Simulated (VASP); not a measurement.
A run of VASP 6.6.1 is set up as follows.

INCAR

```
PREC = Accurate
ENCUT = 520
EDIFF = 1E-6
ISMEAR = 0
SIGMA = 0.1
LREAL = F
LASPH = T
NELM = 60
ALGO = Normal
ISIF = 2
LWAVE = F
LCHARG = T
GGA = PE
LELF = T
LVHAR = T
NBANDS = 30
```

File KPOINTS:

```
regular mesh
0
Gamma
  4 4 4
```

Contents of POSCAR:

```
P
1.0
    5.7323327736      0.0000000000      0.0000000000
    0.0000000000      5.7323327736      0.0000000000
    0.0000000000      0.0000000000      4.7993454996
P
8
Direct
    0.6977672866      1.0000021195      0.0000000000
    0.3022327134     -0.0000021195      0.0000000000
   -0.0000021195      0.6977672866      0.5000000000
    1.0000021195      0.3022327134      0.5000000000
    0.3022327134      1.0000021195      0.5000000000
    0.6977672866     -0.0000021195      0.5000000000
    1.0000021195      0.6977672866      0.0000000000
   -0.0000021195      0.3022327134      0.0000000000
```

Potentials or basis: VASP PAW PBE potentials, release 64 (P).

Run with:

```sh
$ cat potpaw_PBE.64/P/POTCAR > POTCAR
$ mpirun -np 1 vasp_std > vasp.out
```

Task: Predict the band gap on the k mesh.

Result: Zero (band 20 reaches 6.97 eV, above the bottom of band 21 at 5.73 eV).

Task: Estimate the pressure.

Result: -0.1 GPa.

Stress tensor (GPa, compression positive):
```
-0.14  0.00  0.00
 0.00 -0.14  0.00
 0.00  0.00  0.07
```
